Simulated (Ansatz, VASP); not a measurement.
## One calculation of SiC, two programs

```
Si C
1.0
     0.00000    2.17816    2.17816
     2.17816    0.00000    2.17816
     2.17816    2.17816    0.00000
Si C
1 1
Direct
  0.75000 0.75000 0.75000
  0.00000 0.00000 0.00000
```

Alike in both runs: functional r2SCAN; k mesh 10 × 10 × 10; occupations gaussian, width 0.02 eV; no spin polarisation.

Ansatz relaxed the structure, and its values are those at the end. VASP's run is a single point on that final structure, the one shown.

|  | VASP | Ansatz |
| --- | --- | --- |
| version | VASP 6.6.1 | Ansatz 0.2.0 |
| potentials or method | VASP PAW PBE potentials, release 64 (Si, C), cutoff 660 eV | scalar-relativistic, plane waves, PAW |
| valence electrons in the cell | 8 | 8 |

|  | VASP | Ansatz | Ansatz less VASP |
| --- | --- | --- | --- |
| gap on the k mesh at the Fermi level (eV) | 1.73 | 1.71 | -0.013 |
| least direct gap on the mesh (eV) | 5.06 | 5.05 | -0.014 |
| pressure (GPa) | -0.4 | 0.0 | +0.39 |

VASP's potentials were made for PBE, not for r2SCAN. The functional is the same, so the differences come from potentials, cutoffs and numerics.
